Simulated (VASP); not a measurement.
A run of VASP 6.6.1 is set up as follows.

The input INCAR:

```
SYSTEM = BaO
PREC = Accurate
ENCUT = 600
EDIFF = 1E-6
ISMEAR = 0
SIGMA = 0.02
LREAL = .FALSE.
LASPH = .TRUE.
NELM = 120
ALGO = Normal
ISIF = 2
LWAVE = .FALSE.
LCHARG = .TRUE.
GGA = PE
LELF = .TRUE.
LVHAR = .TRUE.
NBANDS = 15
GGA_COMPAT = .FALSE.
```

File KPOINTS:

```
regular mesh
0
G
  8 8 8
  0 0 0
```

POSCAR

```
BaO
1.0
    0.0000000000      2.7867147514      2.7867147514
    2.7867147514      0.0000000000      2.7867147514
    2.7867147514      2.7867147514      0.0000000000
Ba O
1 1
Direct
    0.0000000000      0.0000000000      0.0000000000
    0.5000000000      0.5000000000      0.5000000000
```

Potentials or basis: VASP PAW PBE potentials, release 64 (Ba_sv, O).

Command:

```bash
$ cat potpaw_PBE.64/Ba_sv/POTCAR potpaw_PBE.64/O/POTCAR > POTCAR
$ mpirun -np 1 vasp_std > vasp.out
```

(1) Estimate the band gap on the k mesh.

(2) Predict the pressure.

Results:

(1) 2.04 eV.

(2) 1.5 GPa.

Caveat: spin-orbit coupling is left out, which moves the levels of the heavy elements.
